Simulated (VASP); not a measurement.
Write the native input for VASP 6.6.1 that does the following.

| Property | Result |
| --- | --- |
| Task | single point |
| Functional | r2SCAN |
| Potentials or basis | VASP PAW PBE potentials, release 64 (Ga_d, As_d) |
| Cutoff | 660 eV |
| k mesh | 8 × 8 × 8 |
| Occupations | fermi-dirac, width 0.02 eV |
| Spin | no spin polarisation |
| Dipole correction | no |
| Further INCAR settings | ALGO = Normal; EDIFF = 1e-06; NBANDS = 21 |

The system is GaAs.

```xyz
2
Lattice="0.0000 2.8331 2.9464 2.8331 0.0000 2.9464 2.8331 2.8331 0.0000" Properties=species:S:1:pos:R:3 pbc="T T T"
Ga    0.0000    0.0000    0.0000
As    1.4165    1.4165    1.4732
```

This cell differs from its parent crystal: uniaxial z strain +4.0%.

These files were run (other wordings do the same):

POSCAR

```
GaAs
1.0
    0.0000000000      2.8330850955      2.9464084993
    2.8330850955      0.0000000000      2.9464084993
    2.8330850955      2.8330850955      0.0000000000
Ga As
1 1
Direct
    0.0000000000      0.0000000000      0.0000000000
    0.2500000000      0.2500000000      0.2500000000
```

INCAR.step1

```
SYSTEM = GaAs
ALGO = Normal ; EDIFF = 1E-5
ENCUT = 660 ; GGA = PE
GGA_COMPAT = .FALSE. ; ISMEAR = -1
LASPH = .TRUE. ; LCHARG = .FALSE.
LREAL = .FALSE. ; LWAVE = .TRUE.
NBANDS = 21 ; NELM = 120
PREC = Accurate ; SIGMA = 0.02
```

INCAR.step2

```
SYSTEM = GaAs
ALGO = Normal ; EDIFF = 1E-6
ENCUT = 660 ; GGA_COMPAT = .FALSE.
ISIF = 2 ; ISMEAR = -1
ISTART = 1 ; LASPH = .TRUE.
LCHARG = .FALSE. ; LMIXTAU = .TRUE.
LREAL = .FALSE. ; LWAVE = .FALSE.
METAGGA = R2SCAN ; NBANDS = 21
NELM = 120 ; PREC = Accurate
SIGMA = 0.02
```

KPOINTS

```
k-points
0
G
  8 8 8
  0 0 0
```

Potentials or basis: VASP PAW PBE potentials, release 64 (Ga_d, As_d).

Command:

```console
$ cat potpaw_PBE.64/Ga_d/POTCAR potpaw_PBE.64/As_d/POTCAR > POTCAR
$ cp INCAR.step1 INCAR
$ mpirun -np 1 vasp_std > vasp.out
$ cp INCAR.step2 INCAR
$ mpirun -np 1 vasp_std > vasp.out
```

It gave:

- Pressure: -2.6 GPa
- Band gap on the k mesh: 0.53 eV

Caveat: the cell differs from its parent crystal (uniaxial z strain +4.0%); the PAW data sets were made with another functional, which shifts forces and pressure a little.

Run time: 4.3 min on 1 thread of AMD EPYC 7R13 Processor (Zen 3), with other jobs on the host, peak memory 0.24 GiB.
